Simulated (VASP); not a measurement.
# Sr in VASP: notebook

Runs on Sr. Level: PBE. Tasks: single point.

All numbers are computed with VASP 6.6.1; they aren't measurements. Logs are shortened: lines on timing, memory, paths and dates and some standing lists are left out, and cuts for length are marked.

## Step 1: The cell of the first run

The structure is cubic, space group Fm-3m (No. 225). The conventional cell has a = 6.237 Å, b = 6.237 Å, c = 6.237 Å, α = 90.00°, β = 90.00°, γ = 90.00°. Sr (site symmetry m-3m) has 12 Sr at 4.41 Å within 5.8 Å.

## Step 2: Single point, PBE (strain +0.025 along x and y, +0.025 along z)

INCAR reads:

```
PREC = Accurate ; ENCUT = 520
EDIFF = 1E-7 ; ISMEAR = 0
SIGMA = 0.15 ; LREAL = False
LASPH = True ; NELM = 100
ALGO = Fast ; ISIF = 2
LWAVE = False ; LCHARG = False
GGA = PE ; NBANDS = 11
```

KPOINTS reads:

```
Automatic mesh
0
Gamma
  14 14 14
```

POSCAR reads:

```
Sr
1.0
    0.0000000000      3.1184087500      3.1184087500
    3.1184087500      0.0000000000      3.1184087500
    3.1184087500      3.1184087500      0.0000000000
Sr
1
Direct
    0.0000000000      0.0000000000      0.0000000000
```

Potentials or basis: VASP PAW PBE potentials, release 64 (Sr_sv).

Run with:

```
> cat potpaw_PBE.64/Sr_sv/POTCAR > POTCAR
> mpirun -np 1 vasp_std > vasp.out
```

OUTCAR:

```text
PREC = Accurate
   ENCUT = 520
   EDIFF = 1E-7
   ISMEAR = 0
   LREAL = False
   LASPH = True
   NELM = 100
   ISIF = 2
   GGA = PE

 ion  position               nearest neighbor table
   1  0.000  0.000  0.000-

  LATTYP: Found a face centered cubic cell.
 ALAT       =     6.2368175000

  Lattice vectors:

 A1 = (   0.0000000000,   3.1184087500,   3.1184087500)
 A2 = (   3.1184087500,   0.0000000000,   3.1184087500)
 A3 = (   3.1184087500,   3.1184087500,   0.0000000000)

Analysis of symmetry for initial positions (statically):
=====================================================================
 Subroutine PRICEL returns:
 Original cell was already a primitive cell.

 Routine SETGRP: Setting up the symmetry group for a
 face centered cubic supercell.

 Subroutine GETGRP returns: Found 48 space group operations
 (whereof 48 operations were pure point group operations)
 out of a pool of 48 trial point group operations.

The static configuration has the point symmetry O_h .

Analysis of symmetry for dynamics (positions and initial velocities):
=====================================================================
 Subroutine PRICEL returns:
 Original cell was already a primitive cell.

 Routine SETGRP: Setting up the symmetry group for a
 face centered cubic supercell.

 Subroutine GETGRP returns: Found 48 space group operations
 (whereof 48 operations were pure point group operations)
 out of a pool of 48 trial point group operations.

The dynamic configuration has the point symmetry O_h .

 Subroutine INISYM returns: Found 48 space group operations
 (whereof 48 operations are pure point group operations),
 and found     1 'primitive' translations

----------------------------------------------------------------------------------------

                                     Primitive cell

  volume of cell :      60.6498

  direct lattice vectors                    reciprocal lattice vectors
     0.000000000  3.118408750  3.118408750    -0.160338185  0.160338185  0.160338185
     3.118408750  0.000000000  3.118408750     0.160338185 -0.160338185  0.160338185
     3.118408750  3.118408750  0.000000000     0.160338185  0.160338185 -0.160338185

  length of vectors
     4.410095947  4.410095947  4.410095947     0.277713883  0.277713883  0.277713883

  position of ions in fractional coordinates (direct lattice)
     0.000000000  0.000000000  0.000000000

  ion indices of the primitive-cell ions
   primitive index   ion index
                 1           1

[... 73 lines left out ...]
   EDIFFG = 0.1E-05   stopping-criterion for IOM
   NSW    =      0    number of steps for IOM
   IBRION =     -1    ionic relax: 0-MD 1-quasi-New 2-CG
   NFREE  =      0    steps in history (QN), initial steepest desc. (CG)
   ISIF   =      2    stress and relaxation
   ISYM   =      2    0-nonsym 1-usesym 2-fastsym
   POTIM  = 0.5000    time-step for ionic-motion
   TEBEG  =    0.0;   TEEND  =   0.0 temperature during run
   PSTRESS=    0.0 pullay stress
   NELECT =      10.0000    total number of electrons
   NUPDOWN=      -1.0000    fix difference up-down
   EMIN   =  10.00;   EMAX   =-10.00  energy-range for DOS
   EFERMI =   0.00;   METHOD = LEGACY
   ISMEAR =     0;   SIGMA  =   0.15  broadening in eV -4-tet -1-fermi 0-gaus
   EFERMI_NEDOS =   21; number of points for ismear=-14 and -15
   IALGO  =     68    algorithm
   IMIX   =      4    mixing-type and parameters
     AMIX     =   0.40;   BMIX     =  1.00
     AMIX_MAG =   1.60;   BMIX_MAG =  1.00
  volume/ion in A,a.u.               =      60.65       409.28
  Fermi-wavevector in a.u.,A,eV,Ry     =   0.897701  1.696409 10.964492  0.805867
  Thomas-Fermi vector in A             =   2.020318
   LORBIT       =      0    0 simple, 1 ext, 2 COOP (PROOUT), +10 PAW based schemes
   GGA     = PE    functional components
   LHFCALC =     F    Hartree Fock is set to
   AEXX    =    0.0000 exact exchange contribution
   IVDW    =     0    specifies the selected vdW correction
   LEPSILON=     F    determine dielectric tensor
   LRPA    =     F    only Hartree local field effects (RPA)
 non-spin polarized calculation
 RMM-DIIS sequential band-by-band and
 Gauss-broadening in eV      SIGMA  =   0.15
  energy-cutoff  :      520.00
  volume of cell :       60.65
 maximum number of plane-waves:      1660
 NGX is ok and might be reduce to    36
   NGX = 17   NGY = 17   NGZ = 17

 number of electron      10.0000000 magnetization

 Free energy of the ion-electron system (eV)
  ---------------------------------------------------
  ext. energy  EPLUGINS =         0.00000000
  ---------------------------------------------------
  free energy    TOTEN  =        -1.62674856 eV

  energy without entropy =       -1.61055767  energy(sigma->0) =       -1.61865311

 E-fermi :   1.2466     XC(G=0):  -7.0614

 val. band max:        1.2372844954   @ k =  -0.4286   0.2143   0.0000
 cond. band min:       1.2536479897   @ k =  -0.3571   0.2857   0.1429
 fundamental gap:      0.0163634943
 Fermi energy:         1.2465956503

 k-point     1 :       0.0000    0.0000    0.0000
  band No.  band energies     occupation
      1     -35.5572      2.00000
      2     -17.4573      2.00000
      3     -17.4573      2.00000
      4     -17.4573      2.00000
      5      -2.2319      2.00000
      6       3.4953      0.00000
      7       3.4953      0.00000
      8       3.4953      0.00000
      9       4.8117      0.00000
     10       4.8117      0.00000
     11       8.0697      0.00000
[... 309 lines left out ...]
 k-point    24 :       0.2857    0.1429    0.0000
  band No.  band energies     occupation
      1     -35.5521      2.00000
      2     -17.5252      2.00000
      3     -17.4763      2.00000
      4     -17.4748      2.00000
      5      -1.1962      2.00000
      6       2.4425      0.00000
      7       3.4068      0.00000
      8       3.8105      0.00000
      9       4.3047      0.00000
     10       5.1803      0.00000
     11       8.0493      0.00000

 [... further k-points ...]
[... 5 lines left out ...]
  --------------------------------------------------------------------------------------
  -------------------------------------------------------------------------------------
  Total       -0.3745193     -0.3745193     -0.3745193      0.0000000      0.0000000      0.0000000
  in kB       -9.8936309     -9.8936309     -9.8936309      0.0000000      0.0000000      0.0000000
  external PRESSURE =      -9.8936309 kB  Pullay stress =       0.0000000 kB

 VOLUME and BASIS-vectors are now :
 -----------------------------------------------------------------------------
  energy-cutoff  :      520.00
  volume of cell :       60.65
      direct lattice vectors                 reciprocal lattice vectors
     0.000000000  3.118408750  3.118408750    -0.160338185  0.160338185  0.160338185
     3.118408750  0.000000000  3.118408750     0.160338185 -0.160338185  0.160338185
     3.118408750  3.118408750  0.000000000     0.160338185  0.160338185 -0.160338185

 POSITION                                       TOTAL-FORCE (eV/Angst)
 -----------------------------------------------------------------------------------
      0.00000      0.00000      0.00000         0.000000      0.000000      0.000000
 -----------------------------------------------------------------------------------
    total drift:                               -0.000000      0.000000      0.000000

  FREE ENERGIE OF THE ION-ELECTRON SYSTEM (eV)
  ---------------------------------------------------
  free  energy   TOTEN  =        -1.6267485569 eV

  energy  without entropy=       -1.6105576657  energy(sigma->0) =       -1.61865311
```

Wall time 78 s (1 thread of Intel Xeon Platinum 8259CL at 2.50GHz (Skylake/Cascade Lake), shared host); peak memory 0.24 GiB.

What came out:

```yaml
Free_energy: -1.6267 eV
Pressure: -1.0 GPa
Band_gap_on_the_k_mesh: zero (band 5 reaches 1.35 eV, above the bottom of band 6 at 1.22 eV)
```

Levels at points of the mesh, in eV from the Fermi level:
| k point | band 3 | band 4 | band 5 | band 6 | band 7 | band 8 |
| --- | --- | --- | --- | --- | --- | --- |
| (0.00, 0.00, 0.00) | -18.70 | -18.70 | -3.48 | 2.25 | 2.25 | 2.25 |
| (0.50, 0.00, 0.00) | -18.72 | -18.72 | -1.06 | -0.02 | 2.11 | 2.11 |
| (0.50, 0.50, 0.00) | -18.75 | -18.75 | -0.53 | 0.43 | 0.88 | 4.50 |

Caveat: the cell differs from its parent crystal (strain +0.025 along x and y, +0.025 along z).

## Step 3: Single point, PBE (strain +0.050 along x and y, +0.050 along z)

INCAR reads:

```
SYSTEM = Sr
  PREC = Accurate
  ENCUT = 520
  EDIFF = 1E-6
  ISMEAR = 0
  SIGMA = 0.15
  LREAL = .FALSE.
  LASPH = .TRUE.
  NELM = 80
  ALGO = Fast
  ISIF = 2
  LWAVE = .FALSE.
  LCHARG = .FALSE.
  GGA = PE
  NBANDS = 11
```

KPOINTS reads:

```
regular mesh
0
G
  14 14 14
  0 0 0
```

POSCAR reads:

```
Sr
1.0
    0.0000000000      3.1944675000      3.1944675000
    3.1944675000      0.0000000000      3.1944675000
    3.1944675000      3.1944675000      0.0000000000
Sr
1
Direct
    0.0000000000      0.0000000000      0.0000000000
```

Potentials or basis: VASP PAW PBE potentials, release 64 (Sr_sv).

Run with:

```
> cat potpaw_PBE.64/Sr_sv/POTCAR > POTCAR
> mpirun -np 1 vasp_std > vasp.out
```

Wall time 68 s (1 thread of Intel Xeon Platinum 8259CL at 2.50GHz (Skylake/Cascade Lake), shared host); peak memory 0.25 GiB.

It converged, with:

```yaml
Free_energy: -1.5910 eV
Pressure: -1.5 GPa
Band_gap_on_the_k_mesh: zero (band 5 reaches 1.16 eV, above the bottom of band 6 at 0.95 eV)
```

Levels at points of the mesh, in eV from the Fermi level:
```csv
k point,band 2,band 3,band 4,band 5,band 6,band 7,band 8,band 9
"(0.00, 0.00, 0.00)",-18.85,-18.85,-18.85,-3.36,2.17,2.17,2.17,3.39
"(0.50, 0.00, 0.00)",-18.95,-18.87,-18.87,-1.02,-0.07,2.05,2.05,4.24
"(0.50, 0.50, 0.00)",-18.95,-18.89,-18.89,-0.46,0.48,0.77,4.24,4.49
```

Caveat: the cell differs from its parent crystal (strain +0.050 along x and y, +0.050 along z).

## Step 4: Single point, PBE (strain -0.025 along x and y, +0.000 along z)

INCAR reads:

```
SYSTEM = Sr
ALGO = Fast
EDIFF = 1E-7
ENCUT = 520
GGA = PE
ISIF = 2
ISMEAR = 0
LASPH = .True.
LCHARG = .True.
LELF = .True.
LREAL = .False.
LVHAR = .True.
LWAVE = .False.
NBANDS = 11
NELM = 100
PREC = Accurate
SIGMA = 0.15
```

KPOINTS reads:

```
k-points
0
Gamma
  14 14 14
  0 0 0
```

POSCAR reads:

```
Sr
1.0
    0.0000000000      2.9662912500      3.0423500000
    2.9662912500      0.0000000000      3.0423500000
    2.9662912500      2.9662912500      0.0000000000
Sr
1
Direct
    0.0000000000      0.0000000000      0.0000000000
```

Run with:

```
> cat potpaw_PBE.64/Sr_sv/POTCAR > POTCAR
> mpirun -np 1 vasp_std > vasp.out
```

Run time: 2.1 min. Hardware: 1 thread of Intel Xeon Platinum 8259CL at 2.50GHz (Skylake/Cascade Lake), shared host; peak memory 0.28 GiB.

The run converged. Its results:

| Item | Value |
| --- | --- |
| Free energy | -1.6437 eV |
| Pressure | 0.3 GPa |
| Band gap on the k mesh | zero (band 5 reaches 1.72 eV, above the bottom of band 6 at 1.69 eV) |

Stress tensor (GPa, compression positive):
```
0.36 0.00 0.00
0.00 0.36 0.00
0.00 0.00 0.21
```

Levels at points of the mesh, in eV from the Fermi level:
| k point | band 1 | band 2 | band 3 | band 4 | band 5 | band 6 | band 7 | band 8 | band 9 | band 10 |
| --- | --- | --- | --- | --- | --- | --- | --- | --- | --- | --- |
| (0.00, 0.00, 0.00) | -36.57 | -18.46 | -18.46 | -18.46 | -3.69 | 2.28 | 2.41 | 2.41 | 3.76 | 3.98 |
| (0.50, 0.00, 0.00) | -36.56 | -18.67 | -18.49 | -18.48 | -1.14 | 0.10 | 2.12 | 2.29 | 4.90 | 4.99 |
| (0.50, 0.50, 0.00) | -36.55 | -18.66 | -18.53 | -18.53 | -0.72 | 0.36 | 0.96 | 4.97 | 5.26 | 5.27 |
| (0.50, 0.00, 0.50) | -36.55 | -18.66 | -18.54 | -18.53 | -0.65 | 0.30 | 1.19 | 4.93 | 5.18 | 5.33 |

Caveat: the cell differs from its parent crystal (strain -0.025 along x and y, +0.000 along z).

## Step 5: Summary

```csv
cell,further INCAR settings,gap on the mesh (eV),pressure (GPa)
"a = 4.410 Å, angles 60.0°, 1 atom",ALGO = Fast; EDIFF = 1e-07; NBANDS = 11,none,-1.0
"a = 4.518 Å, angles 60.0°, 1 atom",ALGO = Fast; EDIFF = 1e-06; NBANDS = 11,none,-1.5
"a = 4.249, b = 4.249, c = 4.195 Å, angles 60.4, 60.4, 59.2°, 1 atom",ALGO = Fast; EDIFF = 1e-07; NBANDS = 11,none,0.3
```

Alike in all rows: task single point; level PBE; potentials or basis VASP PAW PBE potentials, release 64 (Sr_sv); no spin polarisation; k mesh 14 × 14 × 14; cutoff (eV) 520; smearing gaussian 0.15 eV.

Absolute energies hang on the potentials; compare differences alone.
